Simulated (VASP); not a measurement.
Set up this calculation in VASP 6.6.1, as the native input.

| Item | Value |
| --- | --- |
| Task | single point |
| Functional | r2SCAN |
| Potentials or basis | VASP PAW PBE potentials, release 64 (Ta_pv, C) |
| Cutoff | 660 eV |
| k mesh | 5 × 5 × 5 |
| Occupations | fermi-dirac, width 0.15 eV |
| Spin | no spin polarisation |
| Dipole correction | no |
| Further INCAR settings | ALGO = Normal; EDIFF = 1e-06; NBANDS = 14 |

The system is TaC.

```
Ta C
1.0
     0.00000    2.22300    2.22300
     2.22300    0.00000    2.22300
     2.22300    2.22300    0.00000
Ta C
1 1
Direct
  0.00000 0.00000 0.00000
  0.50000 0.50000 0.50000
```

One way to write it, as run:

POSCAR

```
TaC
1.0
    0.0000000000      2.2230000000      2.2230000000
    2.2230000000      0.0000000000      2.2230000000
    2.2230000000      2.2230000000      0.0000000000
Ta C
1 1
Direct
    0.0000000000      0.0000000000      0.0000000000
    0.5000000000      0.5000000000      0.5000000000
```

INCAR.step1

```
  PREC = Accurate
  ENCUT = 660
  ISMEAR = -1
  SIGMA = 0.15
  LREAL = F
  LASPH = T
  NELM = 120
  NBANDS = 14
  GGA = PE
  ALGO = Normal
  EDIFF = 1E-5
  LWAVE = T
  LCHARG = F
  GGA_COMPAT = F
```

INCAR.step2

```
  PREC = Accurate
  ENCUT = 660
  EDIFF = 1E-6
  ISMEAR = -1
  SIGMA = 0.15
  LREAL = F
  LASPH = T
  NELM = 120
  ALGO = Normal
  ISIF = 2
  LWAVE = F
  LCHARG = T
  METAGGA = R2SCAN
  LMIXTAU = T
  LELF = T
  LVHAR = T
  NBANDS = 14
  ISTART = 1
  GGA_COMPAT = F
```

KPOINTS

```
Automatic mesh
0
Gamma
  5 5 5
```

Potentials or basis: VASP PAW PBE potentials, release 64 (Ta_pv, C).

Command:

```bash
$ cat potpaw_PBE.64/Ta_pv/POTCAR potpaw_PBE.64/C/POTCAR > POTCAR
$ cp INCAR.step1 INCAR
$ mpirun -np 1 vasp_std > vasp.out
$ cp INCAR.step2 INCAR
$ mpirun -np 1 vasp_std > vasp.out
```

Results of the run:

```json
{"Pressure": "4.9 GPa"}
```

Caveat: the k points lie up to 0.49 Å⁻¹ apart; the PAW data sets were made with another functional, which shifts forces and pressure a little.

Run time: 40 s on 1 thread of AMD EPYC 7R43 64-Core Processor (Zen 3), with other jobs on the host, peak memory 0.12 GiB.
